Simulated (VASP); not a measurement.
The system is NaF.

```
Na F
1.0
     2.83455    0.00000    0.00000
     0.00000    2.79349    0.00000
     0.00000    0.00000    2.79349
Na F
1 1
Direct
  0.00000 0.00000 0.00000
  0.50000 0.50000 0.50000
```

This cell differs from its parent crystal: uniaxial x strain +1.5%.

Base run:

```yaml
Program: VASP 6.6.1
Functional: r2SCAN
Potentials_or_basis: VASP PAW PBE potentials, release 64 (Na_pv, F)
Cutoff: 520 eV
k_mesh: 10 × 10 × 10
Occupations: gaussian, width 0.01 eV
Spin: no spin polarisation
```

Its results: band gap on the k mesh 6.99 eV (least direct gap 7.31 eV); pressure -1.6 GPa.

**Question.** The run is repeated on the same cell with these changes: functional from r2SCAN to PBE; occupations from gaussian, width 0.01 eV to fermi-dirac, width 0.02 eV. What comes out?

**Answer.** Band gap on the k mesh 5.99 eV (least direct gap 6.31 eV); pressure 3.2 GPa.

Caveats: the PAW data sets were made with another functional, which shifts forces and pressure a little (at least some runs); the cell stands under pressure (at least some runs).

A k mesh can miss the band edges.
